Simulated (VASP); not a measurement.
Wanted: the native input for a VASP 6.6.1 run.

| Item | Value |
| --- | --- |
| Task | single point |
| Functional | PBE |
| Potentials or basis | VASP PAW PBE potentials, release 64 (Ru_pv, Rh_pv) |
| Cutoff | 520 eV |
| k mesh | 6 × 6 × 6 |
| Occupations | gaussian, width 0.1 eV |
| Spin | no spin polarisation |
| Dipole correction | no |
| Further INCAR settings | ALGO = Fast; EDIFF = 1e-06; NBANDS = 28 |

The structure of Ru2Rh lies in POSCAR:

```
Ru2Rh
1.0
    0.0000000000      2.7045132400      2.7045132400
    2.7045132400      0.0000000000      2.7045132400
    2.7045132400      2.7045132400      0.0000000000
Ru Rh
2 1
Direct
    0.2500000000      0.2500000000      0.2500000000
    0.7500000000      0.7500000000      0.7500000000
    0.0000000000      0.0000000000      0.0000000000
```

The cell was built from a structure type or drawn by symmetry, and may not be a known phase.

The input as run:

INCAR

```
SYSTEM = Ru2Rh
ALGO = Fast
EDIFF = 1E-6
ENCUT = 520
GGA = PE
ISIF = 2
ISMEAR = 0
LASPH = .TRUE.
LCHARG = .FALSE.
LREAL = .FALSE.
LWAVE = .FALSE.
NBANDS = 28
NELM = 100
PREC = Accurate
SIGMA = 0.1
```

KPOINTS

```
k-points
0
G
  6 6 6
  0 0 0
```

Potentials or basis: VASP PAW PBE potentials, release 64 (Ru_pv, Rh_pv).

Run with:

```sh
$ cat potpaw_PBE.64/Ru_pv/POTCAR potpaw_PBE.64/Rh_pv/POTCAR > POTCAR
$ mpirun -np 1 vasp_std > vasp.out
```

It gave:

- Pressure: 85.2 GPa
- Band gap on the k mesh: zero (an odd number of electrons rules out a gap without spin polarisation)

Caveat: the cell stands under pressure.

Run time: 12 s on 1 thread of Intel(R) Xeon(R) 6975P-C (Granite Rapids), on a shared host, peak memory 0.16 GiB.
